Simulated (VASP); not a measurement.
SrTiO3: single point with PBEsol

Crystal: SrTiO3.

```
CELL_PARAMETERS angstrom
3.89138 0.00000 0.00000
0.00000 3.89138 0.00000
0.00000 0.00000 3.89138
ATOMIC_POSITIONS crystal
Sr 0.99023 0.00000 0.00000
Ti 0.52811 0.50000 0.50000
O 0.98932 0.50000 0.50000
O 0.49005 0.00000 0.50000
O 0.49005 0.50000 0.00000
```

This cell differs from its parent crystal: atoms displaced along several vibrational modes.

- Program: VASP 6.6.1
- Task: single point
- Functional: PBEsol
- Potentials or basis: VASP PAW PBE potentials, release 64 (Sr_sv, Ti_sv, O)
- Cutoff: 520 eV
- k mesh: 8 × 8 × 8
- Occupations: gaussian, width 0.05 eV
- Spin: no spin polarisation
- Dipole correction: no
- Further INCAR settings: ALGO = Normal; EDIFF = 1e-06; NBANDS = 28

The pressure is 2.3 GPa, the largest force is 1.101 eV/Å and the band gap on the k mesh is 1.85 eV (least direct gap 2.43 eV).

Forces on the atoms (eV/Å):
```
Sr   0.448  0.000  0.000
Ti  -1.101  0.000  0.000
O    0.595  0.000  0.000
O    0.029  0.000  0.000
O    0.029  0.000  0.000
```

Stress tensor (GPa, compression positive):
```
5.07 0.00 0.00
0.00 0.84 0.00
0.00 0.00 0.84
```

Levels at points of the mesh, in eV from the valence-band top:
| k point | band 18 | band 19 | band 20 | band 21 | band 22 | band 23 |
| --- | --- | --- | --- | --- | --- | --- |
| (0.00, 0.00, 0.00) | -0.65 | -0.58 | -0.58 | 1.85 | 2.28 | 2.28 |
| (0.50, 0.00, 0.00) | -2.14 | -0.75 | -0.75 | 2.04 | 4.02 | 4.02 |
| (0.00, 0.50, 0.00) | -2.04 | -1.18 | -0.96 | 2.46 | 3.82 | 3.90 |
| (0.50, 0.50, 0.00) | -1.63 | -1.61 | -0.25 | 3.85 | 4.04 | 4.34 |
| (0.00, 0.50, 0.50) | -1.86 | -1.79 | -0.10 | 3.92 | 3.92 | 4.28 |
| (0.50, 0.50, 0.50) | -0.15 | -0.15 | 0.00 | 4.50 | 4.55 | 4.55 |

Wall time 3.6 min on 1 thread of Intel Xeon 8259CL, with other jobs on the host, peak memory 0.26 GiB.

Caveat: the cell differs from its parent crystal (atoms displaced along several vibrational modes); the PAW data sets were made with another functional, which shifts forces and pressure a little. A k mesh can miss the band edges.
